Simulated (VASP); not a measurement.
Write the native input for VASP 6.6.1 that does the following.

- Task: single point
- Functional: PBE
- Potentials or basis: VASP PAW PBE potentials, release 64 (Ge_d, Pd)
- Cutoff: 520 eV
- k mesh: 4 × 4 × 4
- Occupations: gaussian, width 0.1 eV
- Spin: no spin polarisation
- Dipole correction: no
- Further INCAR settings: ALGO = Normal; EDIFF = 1e-06; NBANDS = 41

The structure of Ge4Pd lies in POSCAR:

```
Ge4Pd
1.0
    3.7916583900      0.0000000000      0.0000000000
    0.0000000000      3.7916583900      0.0000000000
    0.0000000000      0.0000000000      7.0803910100
Ge Pd
4 1
Direct
    0.0000000000      0.5000000000      0.8519406900
    0.5000000000      0.0000000000      0.8519406900
    0.0000000000      0.5000000000      0.1480593100
    0.5000000000      0.0000000000      0.1480593100
    0.0000000000      0.0000000000      0.0000000000
```

The cell was generated, and may not be a known phase.

The input as run:

INCAR

```
SYSTEM = Ge4Pd
PREC = Accurate
ENCUT = 520
EDIFF = 1E-6
ISMEAR = 0
SIGMA = 0.1
LREAL = .False.
LASPH = .True.
NELM = 60
ALGO = Normal
ISIF = 2
LWAVE = .False.
LCHARG = .False.
GGA = PE
NBANDS = 41
```

KPOINTS

```
regular mesh
0
Gamma
  4 4 4
  0 0 0
```

Potentials or basis: VASP PAW PBE potentials, release 64 (Ge_d, Pd).

Run with:

```sh
$ cat potpaw_PBE.64/Ge_d/POTCAR potpaw_PBE.64/Pd/POTCAR > POTCAR
$ mpirun -np 1 vasp_std > vasp.out
```

Results of the run:

```json
{
  "Pressure": "77.4 GPa",
  "Largest force": "12.578 eV/Å",
  "Band gap on the k mesh": "zero (bands 33 and 34 overlap by 3.47 eV)"
}
```

Caveat: the k points lie up to 0.41 Å⁻¹ apart, too coarse for converged energies and pressures of a metal; forces of over 1 eV/Å act on the atoms, so gaps and moduli don't describe the material at rest.

Wall time 29 s on 1 thread of Intel(R) Xeon(R) 6975P-C (Granite Rapids), with other jobs on the host, peak memory 0.22 GiB.
